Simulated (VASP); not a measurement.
A run of VASP 6.6.1:

File POSCAR:

```
KF
1.0
    3.1788706666      0.0000000000      0.0000000000
    0.0000000000      3.1788706666      0.0000000000
    0.0000000000      0.0000000000      3.1788706666
K F
1 1
Direct
    0.0000000000      0.0000000000      0.0000000000
    0.5000000000      0.5000000000      0.5000000000
```

File INCAR.step1:

```
  PREC = Accurate
  ENCUT = 520
  ISMEAR = 0
  SIGMA = 0.01
  LREAL = F
  LASPH = T
  NELM = 60
  NBANDS = 15
  GGA = PE
  ALGO = Normal
  EDIFF = 1E-4
  LWAVE = T
  LCHARG = F
```

Contents of INCAR.step2:

```
  PREC = Accurate
  ENCUT = 520
  EDIFF = 1E-6
  ISMEAR = 0
  SIGMA = 0.01
  LREAL = F
  LASPH = T
  NELM = 60
  ALGO = Normal
  ISIF = 2
  LWAVE = F
  LCHARG = F
  METAGGA = R2SCAN
  LMIXTAU = T
  NBANDS = 15
  ISTART = 1
```

File KPOINTS:

```
regular mesh
0
Gamma
  8 8 8
```

Potentials or basis: VASP PAW PBE potentials, release 64 (K_sv, F).

Command:

```console
$ cat potpaw_PBE.64/K_sv/POTCAR potpaw_PBE.64/F/POTCAR > POTCAR
$ cp INCAR.step1 INCAR
$ mpirun -np 1 vasp_std > vasp.out
$ cp INCAR.step2 INCAR
$ mpirun -np 1 vasp_std > vasp.out
```

Hardware: 1 thread of Intel(R) Xeon(R) 6975P-C (Granite Rapids) (shared host).

Estimate the wall time of this run.

Wall time 30 s on 1 thread of Intel(R) Xeon(R) 6975P-C (Granite Rapids) (shared host), peak memory 0.15 GiB. Counts: k points 35.
